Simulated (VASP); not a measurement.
Runs of VASP 6.6.1 on As. The structure is that of space group P6/mmm (No. 191), or close to it. The cells are those of the table. 

```tsv
task	cell	k mesh	cutoff (eV)	gap on the mesh (eV)	pressure (GPa)	relaxed volume (Å³/atom)
relaxation of cell and atoms	relaxed from a = 2.648, b = 2.648, c = 4.276 Å, angles 90.0, 90.0, 120.0°, 2 atoms	9 × 9 × 4	600	none	0.0	(a)
single point	a = 4.470, b = 4.470, c = 2.944 Å, angles 90.0, 90.0, 120.0°, 2 atoms	9 × 9 × 4	520	none	0.3	-
relaxation of cell and atoms	relaxed from a = 4.470, b = 4.470, c = 2.944 Å, angles 90.0, 90.0, 120.0°, 2 atoms	6 × 6 × 6	600	none	0.0	25.80
single point	a = 4.566, b = 4.566, c = 2.834 Å, angles 90.0, 90.0, 120.0°, 2 atoms	15 × 15 × 20	520	none	0.1	-
relaxation of cell and atoms	relaxed from a = 4.675, b = 4.675, c = 2.722 Å, angles 90.0, 90.0, 120.0°, 2 atoms	15 × 15 × 20	600	none	0.0	25.64
single point	a = 4.675, b = 4.675, c = 2.722 Å, angles 90.0, 90.0, 120.0°, 2 atoms	6 × 6 × 6	520	none	0.1	-
```

Alike in all rows: level PBE; potentials or basis VASP PAW PBE potentials, release 64 (As); no spin polarisation; smearing gaussian 0.1 eV.

Problem. Fill in the values left out.

Solution. (a) 32.66.

Caveats: some runs use coarse meshes; the volume moved by over 15 % at a fixed basis, so the end points are rough (some runs); this functional lacks dispersion, which binds the layers, so the pressure and a relaxed spacing across them are unreliable (some runs).

A k mesh can miss the band edges, and the runs leave out spin-orbit coupling on As.

A gap of «none» marks levels without a gap at the run's occupations.
